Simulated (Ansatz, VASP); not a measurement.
# WS2: VASP beside Ansatz

File INCAR:

```
SYSTEM = WS2
  PREC = Accurate
  ENCUT = 520
  EDIFF = 1E-6
  ISMEAR = 0
  SIGMA = 0.05
  LREAL = .FALSE.
  LASPH = .TRUE.
  NELM = 60
  ALGO = Normal
  ISIF = 2
  LWAVE = .FALSE.
  LCHARG = .TRUE.
  GGA = PS
  LELF = .TRUE.
  LVHAR = .TRUE.
  NBANDS = 35
```

Contents of KPOINTS:

```
Automatic mesh
0
G
  12 12 4
  0 0 0
```

The input POSCAR:

```
WS2
1.0
    3.1799996605      0.0000000000      0.0000000000
   -1.5899998303      2.7539604900      0.0000000000
    0.0000000000      0.0000000000     12.5000000000
W S
2 4
Direct
    0.3333333333      0.6666666667      0.2500000000
    0.6666666667      0.3333333333      0.7500000000
    0.4276729660      0.7610062994      0.6200000000
    0.6666666667      0.3333333333      0.1200000000
    0.3333333333      0.6666666667      0.8800000000
    0.6666666667      0.3333333333      0.3800000000
```

Input for Ansatz:

```yaml
crystal:
  lattice:
    - [3.1799996605, 0.0, 0.0]
    - [-1.5899998303, 2.75396049, 0.0]
    - [0.0, 0.0, 12.5]
  atoms:
    - { symbol: W, position: [0.3333333333, 0.6666666667, 0.25] }
    - { symbol: W, position: [0.6666666667, 0.3333333333, 0.75] }
    - { symbol: S, position: [0.427672966, 0.7610062994, 0.62] }
    - { symbol: S, position: [0.6666666667, 0.3333333333, 0.12] }
    - { symbol: S, position: [0.3333333333, 0.6666666667, 0.88] }
    - { symbol: S, position: [0.6666666667, 0.3333333333, 0.38] }
basis:
  ecutwfc: 420
kpoints:
  mp_grid: { grid: [12, 12, 4] }
hamiltonian:
  xc: pbesol
scf:
  occupations: { method: gaussian, width: 0.05 }
output:
  forces: true
  stress: true
  eigenvalues: true
  write_density: true
  write_potential: true
  elf: true
  volumetric_format: npy
```

Alike in both runs: task single point; functional PBEsol; k mesh 12 × 12 × 4; occupations gaussian, width 0.05 eV; no spin polarisation.

|  | VASP | Ansatz |
| --- | --- | --- |
| version | VASP 6.6.1 | Ansatz 0.2.0 |
| potentials or method | VASP PAW PBE potentials, release 64 (W_sv, S), cutoff 520 eV | scalar-relativistic, plane waves, PAW |
| valence electrons in the cell | 52 | 52 |

```tsv
	VASP	Ansatz	Ansatz less VASP
gap on the k mesh at the Fermi level (eV)	0.91	0.89	-0.015
least direct gap on the mesh (eV)	1.42	1.41	-0.010
pressure (GPa)	-7.3	-7.3	-0.07
traceless stress, the component that is largest in VASP (GPa)	5.58	5.57	-0.010
rms of the force components (eV/Å)	1.041	1.044	+0.0029
```

VASP's potentials were made for PBE, not for PBEsol. Atom by atom the forces differ by 0.008 eV/Å (rms over components).

Spin-orbit coupling is off throughout.
